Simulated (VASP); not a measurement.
Hg: single point with PBE

Sheet: Hg, a sheet with vacuum.

```
Hg
1.0
     4.79035    0.00000    0.00000
    -2.39517    4.14856    0.00000
     0.00000    0.00000   15.00000
Hg
2
Cartesian
  0.0000 2.7657 7.2633
  2.3952 1.3829 7.7367
```

```yaml
Program: VASP 6.6.1
Task: single point
Functional: PBE
Potentials_or_basis: VASP PAW PBE potentials, release 64 (Hg)
Cutoff: 520 eV
k_mesh: 6 × 6 × 1
Occupations: gaussian, width 0.1 eV
Spin: no spin polarisation
Dipole_correction: yes
Further_INCAR_settings: ALGO = Normal; EDIFF = 1e-06; NBANDS = 19
```

```json
{"Largest force": "0.377 eV/Å"}
```

Forces on the atoms (eV/Å):
```
Hg   0.000  0.000 -0.377
Hg   0.000  0.000  0.377
```

Levels at points of the mesh, in eV from the Fermi level:
```
           k point  band 8  band 9  band 10  band 11  band 12  band 13  band 14  band 15  band 16  band 17
(0.00, 0.00, 0.00)   -6.46   -6.26    -6.26    -5.96    -0.05     2.79     3.23     3.77     3.77     4.32
(0.50, 0.00, 0.00)   -6.26   -6.24    -5.97    -4.13    -3.11     1.75     1.98     3.46     4.19     5.37
```

Run time: 52 s on 1 thread of AMD EPYC 7R43 64-Core Processor (Zen 3) (shared host), peak memory 0.32 GiB.

Caveat: spin-orbit coupling is left out, which moves the levels of the heavy elements.
